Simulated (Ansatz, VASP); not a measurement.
## PbO2: VASP beside Ansatz

```
CELL_PARAMETERS angstrom
5.08227 0.00000 0.00000
0.00000 5.08227 0.00000
0.00000 0.00000 3.44170
ATOMIC_POSITIONS crystal
Pb 0.00000 0.00000 0.00000
Pb 0.50000 0.50000 0.50000
O 0.30804 0.30804 0.00000
O 0.80804 0.19196 0.50000
O 0.19196 0.80804 0.50000
O 0.69196 0.69196 0.00000
```

Alike in both runs: functional PBE; k mesh 8 × 8 × 10; occupations gaussian, width 0.01 eV; no spin polarisation.

Ansatz relaxed the structure, and its values are those at the end. VASP's run is a single point on that final structure, the one shown.

|  | VASP | Ansatz |
| --- | --- | --- |
| version | VASP 6.6.1 | Ansatz 0.2.0 |
| potentials or method | VASP PAW PBE potentials, release 64 (Pb_d, O), cutoff 520 eV | scalar-relativistic, plane waves, PAW |
| valence electrons in the cell | 52 | 52 |

|  | VASP | Ansatz | Ansatz less VASP |
| --- | --- | --- | --- |
| gap on the k mesh at the Fermi level (eV) | 0.01 | 0.02 | +0.011 |
| least direct gap on the mesh (eV) | 0.01 | 0.02 | +0.011 |
| pressure (GPa) | 0.2 | 0.0 | -0.24 |
| rms of the force components (eV/Å) | 0.007 | 0.001 | -0.0057 |

Neither program's run includes spin-orbit coupling.
